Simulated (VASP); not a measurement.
A run of VASP 6.6.1 is set up as follows.

Contents of POSCAR:

```
Sn
1.0
   -1.7265390000      1.7755470000      2.3383420000
    1.7265390000     -1.7755470000      2.3383420000
    1.7265390000      1.7755470000     -2.3383420000
Sn
1
Direct
    0.0000000000      0.0000000000      0.0000000000
```

File INCAR.step1:

```
SYSTEM = Sn
  ALGO = Normal
  EDIFF = 1E-4
  ENCUT = 520
  GGA = PE
  ISMEAR = -5
  LASPH = .True.
  LCHARG = .False.
  LREAL = .False.
  LWAVE = .True.
  NBANDS = 13
  NELM = 100
  PREC = Accurate
  SIGMA = 0.05
```

Contents of INCAR.step2:

```
SYSTEM = Sn
  ALGO = Normal
  EDIFF = 1E-6
  ENCUT = 520
  ISIF = 2
  ISMEAR = -5
  ISTART = 1
  IVDW = 13
  LASPH = .True.
  LCHARG = .True.
  LELF = .True.
  LMIXTAU = .True.
  LREAL = .False.
  LVHAR = .True.
  LWAVE = .False.
  METAGGA = R2SCAN
  NBANDS = 13
  NELM = 100
  PREC = Accurate
  SIGMA = 0.05
  VDW_A1 = 0.51559235
  VDW_A2 = 5.77342911
  VDW_S6 = 1.0
  VDW_S8 = 0.6018749
```

File KPOINTS:

```
k-points
0
Gamma
  11 11 11
  0 0 0
```

Potentials or basis: VASP PAW PBE potentials, release 64 (Sn_d).

Launch:

```console
$ cat potpaw_PBE.64/Sn_d/POTCAR > POTCAR
$ cp INCAR.step1 INCAR
$ mpirun -np 1 vasp_std > vasp.out
$ cp INCAR.step2 INCAR
$ mpirun -np 1 vasp_std > vasp.out
```

Question: What does it give for the pressure?

Answer: -2.8 GPa.

Question: Predict the band gap on the k mesh.

Answer: Zero (band 7 reaches 14.92 eV, above the bottom of band 8 at 5.60 eV).

Stress tensor (GPa, compression positive):
```
-2.60  0.00  0.00
 0.00 -3.12  0.00
 0.00  0.00 -2.54
```

Caveat: the PAW data sets were made with another functional, which shifts forces and pressure a little; spin-orbit coupling is left out, which moves the levels of the heavy elements; pairwise dispersion overbinds metals, which lowers pressure and volume; tetrahedron occupations give inexact forces and stress in metals.
